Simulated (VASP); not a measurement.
A run of VASP 6.6.1:

File INCAR:

```
SYSTEM = AlNi
ALGO = Fast
EDIFF = 1E-7
ENCUT = 520
GGA = RP
ISIF = 2
ISMEAR = -1
ISPIN = 2
IVDW = 12
LASPH = .True.
LCHARG = .False.
LMAXMIX = 4
LORBIT = 11
LREAL = .False.
LWAVE = .False.
MAGMOM = 1 0
NBANDS = 18
NELM = 150
PREC = Accurate
SIGMA = 0.05
```

File KPOINTS:

```
k-points
0
Gamma
  9 9 9
  0 0 0
```

The input POSCAR:

```
AlNi
1.0
    2.7488505236      0.0000000000      0.0000000000
    0.0000000000      2.7488505236      0.0000000000
    0.0000000000      0.0000000000      2.7488505236
Ni Al
1 1
Direct
    0.5000000000      0.5000000000      0.5000000000
    0.0000000000      0.0000000000      0.0000000000
```

Potentials or basis: VASP PAW PBE potentials, release 64 (Ni, Al).

Command:

```console
$ cat potpaw_PBE.64/Ni/POTCAR potpaw_PBE.64/Al/POTCAR > POTCAR
$ mpirun -np 1 vasp_std > vasp.out
```

Hardware: 1 thread of Intel(R) Xeon(R) 6975P-C (Granite Rapids) (shared host).

Question: How long does it take, and how much memory?

Answer: Wall time 10 s on 1 thread of Intel(R) Xeon(R) 6975P-C (Granite Rapids) (shared host), peak memory 0.15 GiB. Counts: scf iterations 15, k points 35.
